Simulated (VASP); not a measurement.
Here is a VASP 6.6.1 calculation.

INCAR

```
SYSTEM = MgSb2
PREC = Accurate ; ENCUT = 520
EDIFF = 1E-6 ; ISMEAR = -1
SIGMA = 0.1 ; LREAL = .FALSE.
LASPH = .TRUE. ; NELM = 80
ALGO = Normal ; ISIF = 2
LWAVE = .FALSE. ; LCHARG = .FALSE.
GGA = PS ; IVDW = 13
NBANDS = 21
```

The input KPOINTS:

```
regular mesh
0
G
  4 4 4
  0 0 0
```

Contents of POSCAR:

```
MgSb2
1.0
    4.6179859036     -2.8912097579      0.0000000000
    4.6179859036      2.8912097579      0.0000000000
    0.0000000000      0.0000000000      5.5118995696
Mg Sb
2 4
Direct
    0.3158830000      0.6841170000      0.7500000000
    0.6841170000      0.3158830000      0.2500000000
    0.6345660000      0.0337820000      0.7500000000
    0.9662180000      0.3654340000      0.7500000000
    0.0337820000      0.6345660000      0.2500000000
    0.3654340000      0.9662180000      0.2500000000
```

Potentials or basis: VASP PAW PBE potentials, release 64 (Mg, Sb).

Command:

```sh
$ cat potpaw_PBE.64/Mg/POTCAR potpaw_PBE.64/Sb/POTCAR > POTCAR
$ mpirun -np 1 vasp_std > vasp.out
```

Predict the dispersion energy per atom.

-0.248 eV.

Estimate the pressure.

-1.1 GPa.

Estimate the band gap on the k mesh.

zero (bands 12 and 13 overlap by 2.24 eV).

Forces on the atoms (eV/Å):
```
Mg   0.000  0.079  0.000
Mg   0.000 -0.079  0.000
Sb   0.342  0.018  0.000
Sb  -0.342  0.018  0.000
Sb   0.342 -0.018  0.000
Sb  -0.342 -0.018  0.000
```

Caveat: the PAW data sets were made with another functional, which shifts forces and pressure a little; spin-orbit coupling is left out, which moves the levels of the heavy elements.
